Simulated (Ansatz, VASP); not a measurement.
**One calculation of CoPtO2, two programs**

```
CELL_PARAMETERS angstrom
1.36353 0.78724 5.73442
-1.36353 0.78724 5.73442
0.00000 -1.57447 5.73442
ATOMIC_POSITIONS crystal
Co 0.50000 0.50000 0.50000
Pt 0.00000 0.00000 0.00000
O 0.88776 0.88776 0.88776
O 0.11224 0.11224 0.11224
```

Alike in both runs: task single point; functional PBE; k mesh 12 × 12 × 12; occupations gaussian, width 0.05 eV; no spin polarisation.

|  | VASP | Ansatz |
| --- | --- | --- |
| version | VASP 6.6.1 | Ansatz 0.2.0 |
| potentials or method | VASP PAW PBE potentials, release 64 (Co, Pt, O), cutoff 520 eV | scalar-relativistic, plane waves, PAW |
| valence electrons in the cell | 31 | 47 |

```tsv
	VASP	Ansatz	Ansatz less VASP
gap on the k mesh at the Fermi level (eV)	none	none	-
rms of the force components (eV/Å)	0.102	0.105	+0.0036
```

Atom by atom the forces differ by 0.004 eV/Å (rms over components). A gap of «none» marks a metal or a gap that the smearing closes. With one functional, cell and mesh, what is left measures potentials, basis and numerics. VASP's potentials hold 31 valence electrons a cell and Ansatz's 47, so a difference there can come from the potentials and not from the codes.

Neither program's run includes spin-orbit coupling.
